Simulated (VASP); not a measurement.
Here is a VASP 6.6.1 calculation.

Contents of POSCAR:

```
TiAl
1.0
    2.8672622327      0.0000000000      0.0000000000
   -1.4336311163      2.4831219328      0.0000000000
    0.0000000000      0.0000000000      4.6780830000
Ti Al
1 1
Direct
   -0.0550124175     -0.0402718846      0.0000000000
    0.3333333333      0.6666666667      0.5000000000
```

The input INCAR.step1:

```
SYSTEM = TiAl
ALGO     = Normal         ! electronic algorithm
EDIFF    = 1E-4           ! SCF threshold, eV
ENCUT    = 520            ! plane-wave cutoff, eV
GGA      = PE             ! functional
ISMEAR   = 0              ! smearing method
LASPH    = .TRUE.         ! aspherical terms in the spheres
LCHARG   = .FALSE.        ! write CHGCAR
LREAL    = .FALSE.        ! projectors in reciprocal space
LWAVE    = .TRUE.         ! write WAVECAR
NBANDS   = 14             ! bands
NELM     = 60             ! most SCF steps
PREC     = Accurate       ! precision mode
SIGMA    = 0.15           ! smearing width, eV
```

Contents of INCAR.step2:

```
SYSTEM = TiAl
ALGO     = Normal         ! electronic algorithm
EDIFF    = 1E-6           ! SCF threshold, eV
ENCUT    = 520            ! plane-wave cutoff, eV
ISIF     = 2              ! what is computed and relaxed
ISMEAR   = 0              ! smearing method
ISTART   = 1            
LASPH    = .TRUE.         ! aspherical terms in the spheres
LCHARG   = .TRUE.         ! write CHGCAR
LELF     = .TRUE.         ! ELF
LMIXTAU  = .TRUE.       
LREAL    = .FALSE.        ! projectors in reciprocal space
LVHAR    = .TRUE.       
LWAVE    = .FALSE.        ! write WAVECAR
METAGGA  = R2SCAN         ! meta-GGA
NBANDS   = 14             ! bands
NELM     = 60             ! most SCF steps
PREC     = Accurate       ! precision mode
SIGMA    = 0.15           ! smearing width, eV
```

Contents of KPOINTS:

```
k-points
0
G
  18 18 10
  0 0 0
```

Potentials or basis: VASP PAW PBE potentials, release 64 (Ti_sv, Al).

Command:

```console
$ cat potpaw_PBE.64/Ti_sv/POTCAR potpaw_PBE.64/Al/POTCAR > POTCAR
$ cp INCAR.step1 INCAR
$ mpirun -np 1 vasp_std > vasp.out
$ cp INCAR.step2 INCAR
$ mpirun -np 1 vasp_std > vasp.out
```

Q: Predict the largest force.

A: 0.335 eV/Å.

Q: Predict the pressure.

A: -0.8 GPa.

Stress tensor (GPa, compression positive):
```
 1.21  1.53  0.00
 1.53 -2.04  0.00
 0.00  0.00 -1.59
```

Caveat: the cell differs from its parent crystal (atom 1 (Ti) moved by (-0.100, -0.100) A along x and y); the PAW data sets were made with another functional, which shifts forces and pressure a little.
